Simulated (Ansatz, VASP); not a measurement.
# Two plane-wave programs on Te

The input INCAR:

```
SYSTEM = Te
PREC     = Accurate       ! precision mode
ENCUT    = 600            ! plane-wave cutoff, eV
EDIFF    = 1E-6           ! SCF threshold, eV
ISMEAR   = -1             ! smearing method
SIGMA    = 0.05           ! smearing width, eV
LREAL    = .False.        ! projectors in reciprocal space
LASPH    = .True.         ! aspherical terms in the spheres
NELM     = 60             ! most SCF steps
ALGO     = Normal         ! electronic algorithm
ISIF     = 3              ! what is computed and relaxed
LWAVE    = .False.        ! write WAVECAR
LCHARG   = .False.        ! write CHGCAR
GGA      = PE             ! functional
IVDW     = 12             ! dispersion correction
IBRION   = 2              ! ionic algorithm
NSW      = 60             ! ionic steps
EDIFFG   = -0.01          ! ionic threshold
```

The input KPOINTS:

```
regular mesh
0
Gamma
  7 7 5
  0 0 0
```

Contents of POSCAR:

```
Te
1.0
    4.4540000000      0.0000000000      0.0000000000
   -2.2270000000      3.8572771485      0.0000000000
    0.0000000000      0.0000000000      5.9240000000
Te
3
Direct
    0.7310000000      0.7310000000      0.0000000000
    0.0000000000      0.2690000000      0.6666666667
    0.2690000000      0.0000000000      0.3333333333
```

input.yaml

```yaml
crystal:
  lattice:
    - [4.454, 0.0, 0.0]
    - [-2.227, 3.8572771485, 0.0]
    - [0.0, 0.0, 5.924]
  atoms:
    - { symbol: Te, position: [0.731, 0.731, 0.0] }
    - { symbol: Te, position: [0.0, 0.269, 0.6666666667] }
    - { symbol: Te, position: [0.269, 0.0, 0.3333333333] }
hamiltonian:
  xc: pbe
  pseudopotentials: { kind: paw }
  dispersion: d3bj
kpoints:
  mp_grid: { grid: [7, 7, 5] }
scf:
  occupations: { method: fermi_dirac, width: 0.05 }
output:
  forces: true
  stress: true
  eigenvalues: true
  write_density: true
  write_potential: true
  elf: true
  volumetric_format: npy
relax:
  f_tol: 0.01
  max_steps: 40
  cell: { stress_tol: 0.05 }
```

Alike in both runs: task relaxation of cell and atoms; functional PBE; dispersion D3(BJ); k mesh 7 × 7 × 5; occupations fermi-dirac, width 0.05 eV; no spin polarisation.

|  | VASP | Ansatz |
| --- | --- | --- |
| version | VASP 6.6.1 | Ansatz 0.2.0 |
| potentials or method | VASP PAW PBE potentials, release 64 (Te) | Ansatz PAW |
| plane-wave cutoff (eV) | 600 | 420 |
| valence electrons in the cell | 18 | 48 |

|  | VASP | Ansatz | Ansatz less VASP |
| --- | --- | --- | --- |
| gap on the k mesh at the Fermi level, each at its own relaxed structure (eV) | 0.49 | 0.49 | 0.000 |
| relaxed volume (Å³/atom) | 32.11 | 32.16 | +0.048 |
| relaxed length of the cell vector where the two differ most in proportion (Å) | 4.318 | 4.322 | +0.0048 |

VASP's potentials hold 18 valence electrons a cell and Ansatz's 48, so a difference there can come from the potentials and not from the codes.

Spin-orbit coupling is off throughout. Noted on Ansatz's run: odd divisions of the mesh miss points on the zone boundary, where band edges often lie, so the gap on the mesh can be too wide; the plane-wave basis is chosen anew once the cell has moved, so the energies of steps on either side of that aren't comparable.
